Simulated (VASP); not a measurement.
Runs of VASP 6.6.1 on Hf. The structure is that of space group P6_3/mmc (No. 194), or close to it. The cells are those of the table. 

```tsv
cell	k mesh	gap on the mesh (eV)	pressure (GPa)
a = 3.068, b = 3.068, c = 4.877 Å, angles 90.0, 90.0, 120.0°, 2 atoms	16 × 16 × 10	none	(b)
a = 3.161, b = 3.161, c = 4.994 Å, angles 90.0, 90.0, 120.0°, 2 atoms	16 × 16 × 10	none	(a)
a = 2.969, b = 2.969, c = 4.753 Å, angles 90.0, 90.0, 120.0°, 2 atoms	18 × 18 × 10	none	26.1
a = 3.205, b = 3.205, c = 5.052 Å, angles 90.0, 90.0, 120.0°, 2 atoms	16 × 16 × 10	none	-4.5
a = 2.859, b = 2.859, c = 4.639 Å, angles 90.0, 90.0, 120.0°, 2 atoms	18 × 18 × 10	none	48.3
```

Alike in all rows: task single point; level PBEsol; potentials or basis VASP PAW PBE potentials, release 64 (Hf_pv); no spin polarisation; cutoff (eV) 520; smearing gaussian 0.05 eV.

Question: Fill in the values left out.

Answer: (a) -0.3; (b) 10.5.

Caveats: the PAW data sets were made with another functional, which shifts forces and pressure a little; spin-orbit coupling is left out, which moves the levels of the heavy elements; the cell stands under pressure (at least some runs); the cell stands under tension (at least some runs).

A k mesh can miss the band edges, and the runs leave out spin-orbit coupling on Hf.

A gap of «none» marks levels without a gap at the run's occupations.
